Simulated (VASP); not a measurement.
# GaP (F-43m) in VASP: a series of runs

The runs below take GaP through single point, with PBE.

Everything below comes from runs of VASP 6.6.1. Logs are shortened: lines on timing, memory, paths and dates and some standing lists are left out, and cuts for length are marked.

**What was measured.**

“Stacking defects in GaP nanowires: Electronic structure and optical properties”, 2018, arxiv:1810.01194 quotes, for a bulk crystal of GaP at 10 K: band gap 2.34 eV (indirect).

The runs below are set against these values where they give the same quantity.

### Step 1. The cell of the first run

It takes space group F-43m (No. 216, cubic). Conventional cell: a = 5.505 Å, b = 5.505 Å, c = 5.505 Å, α = 90.00°, β = 90.00°, γ = 90.00°. Ga (site symmetry -43m) has 4 P at 2.38 Å within 3.1 Å. Within 3.1 Å of P (site symmetry -43m) lie 4 Ga at 2.38 Å.

### Step 2. Single point, PBE

Contents of INCAR:

```
SYSTEM = GaP
ALGO = Normal
EDIFF = 1E-6
ENCUT = 520
GGA = PE
ISIF = 2
ISMEAR = 0
LASPH = .TRUE.
LCHARG = .TRUE.
LELF = .TRUE.
LREAL = .FALSE.
LVHAR = .TRUE.
LWAVE = .FALSE.
NBANDS = 16
NELM = 80
PREC = Accurate
SIGMA = 0.01
```

Contents of KPOINTS:

```
k-points
0
G
  6 6 6
  0 0 0
```

Contents of POSCAR:

```
GaP
1.0
    0.0000000000      2.7527329220      2.7527329220
    2.7527329220      0.0000000000      2.7527329220
    2.7527329220      2.7527329220      0.0000000000
Ga P
1 1
Direct
    0.0000000000      0.0000000000      0.0000000000
    0.2500000000      0.2500000000      0.2500000000
```

Potentials or basis: VASP PAW PBE potentials, release 64 (Ga_d, P).

On the command line:

```bash
cat potpaw_PBE.64/Ga_d/POTCAR potpaw_PBE.64/P/POTCAR > POTCAR
mpirun -np 1 vasp_std > vasp.out
```

OUTCAR:

```text
SYSTEM = GaP
   EDIFF = 1E-6
   ENCUT = 520
   GGA = PE
   ISIF = 2
   ISMEAR = 0
   LASPH = .TRUE.
   LREAL = .FALSE.
   NELM = 80
   PREC = Accurate

 ion  position               nearest neighbor table
   1  0.000  0.000  0.000-   2 2.38   2 2.38   2 2.38   2 2.38
   2  0.250  0.250  0.250-   1 2.38   1 2.38   1 2.38   1 2.38

  LATTYP: Found a face centered cubic cell.
 ALAT       =     5.5054658440

  Lattice vectors:

 A1 = (   0.0000000000,   2.7527329220,   2.7527329220)
 A2 = (   2.7527329220,   0.0000000000,   2.7527329220)
 A3 = (   2.7527329220,   2.7527329220,   0.0000000000)

Analysis of symmetry for initial positions (statically):
=====================================================================
 Subroutine PRICEL returns:
 Original cell was already a primitive cell.

 Routine SETGRP: Setting up the symmetry group for a
 face centered cubic supercell.

 Subroutine GETGRP returns: Found 24 space group operations
 (whereof 24 operations were pure point group operations)
 out of a pool of 48 trial point group operations.

The static configuration has the point symmetry T_d .

Analysis of symmetry for dynamics (positions and initial velocities):
=====================================================================
 Subroutine PRICEL returns:
 Original cell was already a primitive cell.

 Routine SETGRP: Setting up the symmetry group for a
 face centered cubic supercell.

 Subroutine GETGRP returns: Found 24 space group operations
 (whereof 24 operations were pure point group operations)
 out of a pool of 48 trial point group operations.

The dynamic configuration has the point symmetry T_d .

 Subroutine INISYM returns: Found 24 space group operations
 (whereof 24 operations are pure point group operations),
 and found     1 'primitive' translations

----------------------------------------------------------------------------------------

                                     Primitive cell

  volume of cell :      41.7179

  direct lattice vectors                    reciprocal lattice vectors
     0.000000000  2.752732922  2.752732922    -0.181637672  0.181637672  0.181637672
     2.752732922  0.000000000  2.752732922     0.181637672 -0.181637672  0.181637672
     2.752732922  2.752732922  0.000000000     0.181637672  0.181637672 -0.181637672

  length of vectors
     3.892952232  3.892952232  3.892952232     0.314605677  0.314605677  0.314605677

  position of ions in fractional coordinates (direct lattice)
     0.000000000  0.000000000  0.000000000
     0.250000000  0.250000000  0.250000000

  ion indices of the primitive-cell ions
   primitive index   ion index
                 1           1
                 2           2

----------------------------------------------------------------------------------------

 KPOINTS: k-points

Automatic generation of k-mesh.
 Grid dimensions read from file:
 generate k-points for:    6    6    6

 Generating k-lattice:

  Cartesian coordinates                     Fractional coordinates (reciprocal lattice)
    -0.030272945  0.030272945  0.030272945     0.166666667  0.000000000  0.000000000
     0.030272945 -0.030272945  0.030272945     0.000000000  0.166666667  0.000000000
     0.030272945  0.030272945 -0.030272945     0.000000000  0.000000000  0.166666667

  Length of vectors
     0.052434279  0.052434279  0.052434279

  Shift w.r.t. Gamma in fractional coordinates (k-lattice)
     0.000000000  0.000000000  0.000000000

 Subroutine IBZKPT returns following result:
 ===========================================

 Found     16 irreducible k-points:

 Following reciprocal coordinates:
            Coordinates               Weight
  0.000000  0.000000  0.000000      1.000000
  0.166667  0.000000  0.000000      8.000000
  0.333333  0.000000  0.000000      8.000000
  0.500000  0.000000  0.000000      4.000000
  0.166667  0.166667  0.000000      6.000000
  0.333333  0.166667  0.000000     24.000000
[... 8 lines left out ...]
 -0.333333  0.333333  0.166667     24.000000
 -0.333333  0.500000  0.166667     12.000000
   k-points           NKPTS =     16   k-points in BZ     NKDIM =     16   number of bands    NBANDS=     16
   number of dos      NEDOS =    301   number of ions     NIONS =      2
   total plane-waves  NPLWV =  27000
   dimension x,y,z NGX =    30 NGY =   30 NGZ =   30
   dimension x,y,z NGXF=    60 NGYF=   60 NGZF=   60
   ions per type =               1   1
   NGX,Y,Z   is equivalent  to a cutoff of  12.81, 12.81, 12.81 a.u.
   NGXF,Y,Z  is equivalent  to a cutoff of  25.62, 25.62, 25.62 a.u.
 SYSTEM =  GaP
   PREC   = accura    normal or accurate (medium, high low for compatibility)
   ISTART =      0    job   : 0-new  1-cont  2-samecut
   ICHARG =      2    charge: 1-file 2-atom 10-const
   ISPIN  =      1    spin polarized calculation?
   LNONCOLLINEAR =      F non collinear calculations
   LSORBIT =      F    spin-orbit coupling
   LASPH  =      T    aspherical Exc in radial PAW
   ENCUT  =  520.0 eV  38.22 Ry    6.18 a.u.   7.24  7.24  7.24*2*pi/ulx,y,z
   NELM   =     80;   NELMIN=  2; NELMDL= -5     # of ELM steps
   EDIFF  = 0.1E-05   stopping-criterion for ELM
   LREAL  =      F    real-space projection
   EDIFFG = 0.1E-04   stopping-criterion for IOM
   NSW    =      0    number of steps for IOM
   IBRION =     -1    ionic relax: 0-MD 1-quasi-New 2-CG
   NFREE  =      0    steps in history (QN), initial steepest desc. (CG)
   ISIF   =      2    stress and relaxation
   ISYM   =      2    0-nonsym 1-usesym 2-fastsym
   POTIM  = 0.5000    time-step for ionic-motion
   TEBEG  =    0.0;   TEEND  =   0.0 temperature during run
   PSTRESS=    0.0 pullay stress
   NELECT =      18.0000    total number of electrons
   NUPDOWN=      -1.0000    fix difference up-down
   EMIN   =  10.00;   EMAX   =-10.00  energy-range for DOS
   EFERMI =   0.00;   METHOD = LEGACY
   ISMEAR =     0;   SIGMA  =   0.01  broadening in eV -4-tet -1-fermi 0-gaus
   EFERMI_NEDOS =   21; number of points for ismear=-14 and -15
   IALGO  =     38    algorithm
   IMIX   =      4    mixing-type and parameters
     AMIX     =   0.40;   BMIX     =  1.00
     AMIX_MAG =   1.60;   BMIX_MAG =  1.00
  volume/ion in A,a.u.               =      20.86       140.76
  Fermi-wavevector in a.u.,A,eV,Ry     =   1.237062  2.337709 20.821312  1.530323
  Thomas-Fermi vector in A             =   2.371645
   LORBIT       =      0    0 simple, 1 ext, 2 COOP (PROOUT), +10 PAW based schemes
   GGA     = PE    functional components
   LHFCALC =     F    Hartree Fock is set to
   AEXX    =    0.0000 exact exchange contribution
   IVDW    =     0    specifies the selected vdW correction
   LEPSILON=     F    determine dielectric tensor
   LRPA    =     F    only Hartree local field effects (RPA)
 non-spin polarized calculation
 Gauss-broadening in eV      SIGMA  =   0.01
  energy-cutoff  :      520.00
  volume of cell :       41.72
 maximum number of plane-waves:      1158
 NGX is ok and might be reduce to    30
   NGX = 15   NGY = 15   NGZ = 15

 number of electron      18.0000003 magnetization

 Free energy of the ion-electron system (eV)
  ---------------------------------------------------
  ext. energy  EPLUGINS =         0.00000000
  ---------------------------------------------------
  free energy    TOTEN  =        -9.11201656 eV

  energy without entropy =       -9.11201656  energy(sigma->0) =       -9.11201656

 E-fermi :   4.4127     XC(G=0):  -9.6936

 val. band max:        4.3563768008   @ k =   0.0000   0.0000   0.0000
 cond. band min:       5.9330369372   @ k =   0.0000   0.0000   0.0000
 fundamental gap:      1.5766601364
 Fermi energy:         4.4127228897

 k-point     1 :       0.0000    0.0000    0.0000
  band No.  band energies     occupation
      1     -10.1544      2.00000
      2     -10.1544      2.00000
      3     -10.1544      2.00000
      4     -10.0638      2.00000
      5     -10.0638      2.00000
      6      -7.9142      2.00000
[... 8 lines left out ...]
     15      14.0983      0.00000
     16      14.0983      0.00000

 k-point     2 :       0.1667    0.0000    0.0000
  band No.  band energies     occupation
      1     -10.1741      2.00000
      2     -10.1473      2.00000
      3     -10.1473      2.00000
      4     -10.0637      2.00000
      5     -10.0637      2.00000
      6      -7.5722      2.00000
[... 8 lines left out ...]
     15      13.3005      0.00000
     16      14.2803      0.00000

 k-point     3 :       0.3333    0.0000    0.0000
  band No.  band energies     occupation
      1     -10.2097      2.00000
      2     -10.1359      2.00000
      3     -10.1359      2.00000
      4     -10.0605      2.00000
      5     -10.0605      2.00000
      6      -6.6650      2.00000
[... 8 lines left out ...]
     15      13.9486      0.00000
     16      13.9619      0.00000

 k-point     4 :       0.5000    0.0000    0.0000
  band No.  band energies     occupation
      1     -10.2261      2.00000
      2     -10.1320      2.00000
      3     -10.1320      2.00000
      4     -10.0571      2.00000
      5     -10.0571      2.00000
      6      -5.9447      2.00000
[... 8 lines left out ...]
     15      15.9434      0.00000
     16      15.9434      0.00000
[... 172 lines left out ...]
 k-point    14 :       0.5000    0.3333    0.1667
  band No.  band energies     occupation
      1     -10.2316      2.00000
      2     -10.1233      2.00000
      3     -10.1133      2.00000
      4     -10.0762      2.00000
      5     -10.0540      2.00000
      6      -5.9222      2.00000
[... 8 lines left out ...]
     15      15.9930      0.00000
     16      17.4305      0.00000

 k-point    15 :      -0.3333    0.3333    0.1667
  band No.  band energies     occupation
      1     -10.2372      2.00000
      2     -10.1233      2.00000
      3     -10.1072      2.00000
      4     -10.0732      2.00000
      5     -10.0568      2.00000
      6      -5.3102      2.00000
[... 8 lines left out ...]
     15      16.6413      0.00000
     16      16.9533      0.00000

 k-point    16 :      -0.3333    0.5000    0.1667
  band No.  band energies     occupation
      1     -10.2474      2.00000
      2     -10.1132      2.00000
      3     -10.0998      2.00000
      4     -10.0821      2.00000
      5     -10.0518      2.00000
      6      -5.0239      2.00000
[... 8 lines left out ...]
     15      16.1227      0.00000
     16      17.7674      0.00000

------------------------ aborting loop because EDIFF is reached ----------------------------------------

  FORCE on cell =-STRESS in cart. coord.  units (eV):
  Direction    XX          YY          ZZ          XY          YZ          ZX
  --------------------------------------------------------------------------------------
  -------------------------------------------------------------------------------------
  Total       -0.0059298     -0.0059298     -0.0059298      0.0000000      0.0000000      0.0000000
  in kB       -0.2277341     -0.2277341     -0.2277341      0.0000000      0.0000000      0.0000000
  external PRESSURE =      -0.2277341 kB  Pullay stress =       0.0000000 kB

 VOLUME and BASIS-vectors are now :
 -----------------------------------------------------------------------------
  energy-cutoff  :      520.00
  volume of cell :       41.72
      direct lattice vectors                 reciprocal lattice vectors
     0.000000000  2.752732922  2.752732922    -0.181637672  0.181637672  0.181637672
     2.752732922  0.000000000  2.752732922     0.181637672 -0.181637672  0.181637672
     2.752732922  2.752732922  0.000000000     0.181637672  0.181637672 -0.181637672

 POSITION                                       TOTAL-FORCE (eV/Angst)
 -----------------------------------------------------------------------------------
      0.00000      0.00000      0.00000        -0.000000     -0.000000     -0.000000
      1.37637      1.37637      1.37637         0.000000      0.000000      0.000000
 -----------------------------------------------------------------------------------
    total drift:                                0.000002      0.000002      0.000002

  FREE ENERGIE OF THE ION-ELECTRON SYSTEM (eV)
  ---------------------------------------------------
  free  energy   TOTEN  =        -9.1120165571 eV

  energy  without entropy=       -9.1120165571  energy(sigma->0) =       -9.11201656
```

Run time: 14 s. Hardware: 1 thread of Intel Xeon Platinum 8375C at 2.90GHz (Ice Lake), shared host; peak memory 0.17 GiB.

What came out:

```
Free energy            : -9.1120 eV
Pressure               : 0.0 GPa
Band gap on the k mesh : 1.58 eV, direct
```

### Step 3. Single point, PBE

This run uses another cell than the first one, of 20.36 Å³/atom, 0.976 times its volume.

INCAR: that of step 2 with these lines changed.

```diff
@@ -8,6 +8,4 @@
 LASPH = .TRUE.
-LCHARG = .TRUE.
-LELF = .TRUE.
+LCHARG = .FALSE.
 LREAL = .FALSE.
-LVHAR = .TRUE.
 LWAVE = .FALSE.
```

KPOINTS is that of step 2.

Contents of POSCAR:

```
GaP
1.0
    0.0000000000      2.7307731806      2.7307731806
    2.7307731806      0.0000000000      2.7307731806
    2.7307731806      2.7307731806      0.0000000000
Ga P
1 1
Direct
    0.0000000000      0.0000000000      0.0000000000
    0.2500000000      0.2500000000      0.2500000000
```

Potentials or basis: VASP PAW PBE potentials, release 64 (Ga_d, P).

On the command line:

```bash
cat potpaw_PBE.64/Ga_d/POTCAR potpaw_PBE.64/P/POTCAR > POTCAR
mpirun -np 1 vasp_std > vasp.out
```

It took 18 s on 1 thread of Intel Xeon Platinum 8375C at 2.90GHz (Ice Lake), shared host; peak memory 0.17 GiB.

Results (log left out):

- Free energy: -9.1058 eV
- Pressure: 1.9 GPa
- Band gap on the k mesh: 1.65 eV, indirect (least direct gap 1.77 eV)

Levels at points of the mesh, in eV from the valence-band top:
```csv
k point,band 5,band 6,band 7,band 8,band 9,band 10,band 11,band 12,band 13,band 14
"(0.00, 0.00, 0.00)",-14.45,-12.45,0.00,0.00,0.00,1.77,3.89,3.89,3.89,8.78
"(0.50, 0.00, 0.00)",-14.44,-10.40,-6.60,-1.11,-1.11,1.65,4.72,4.72,8.27,10.85
"(0.50, 0.50, 0.00)",-14.43,-9.51,-6.73,-2.66,-2.66,1.66,1.82,10.55,10.55,11.14
```

### Step 4. Against experiment

Step 2. Measured gap of GaP: 2.34 eV (indirect; 10 K; quoted in “Stacking defects in GaP nanowires: Electronic structure and optical properties”, 2018, arxiv:1810.01194). This calculation gives 1.58 eV (-0.76 eV). Spin-orbit coupling on Ga is left out. The value is that of PBE on a finite k mesh, which can miss the band edges, without temperature or zero-point motion. Semilocal functionals fall short of measured gaps as a rule.

Step 3. Against the measured gap of GaP, 2.34 eV (indirect; 10 K; quoted in “Stacking defects in GaP nanowires: Electronic structure and optical properties”, 2018, arxiv:1810.01194), the calculated 1.65 eV is off by -0.69 eV. Spin-orbit coupling on Ga is left out. The value is that of PBE on a finite k mesh, which can miss the band edges, without temperature or zero-point motion. Semilocal functionals fall short of measured gaps as a rule.
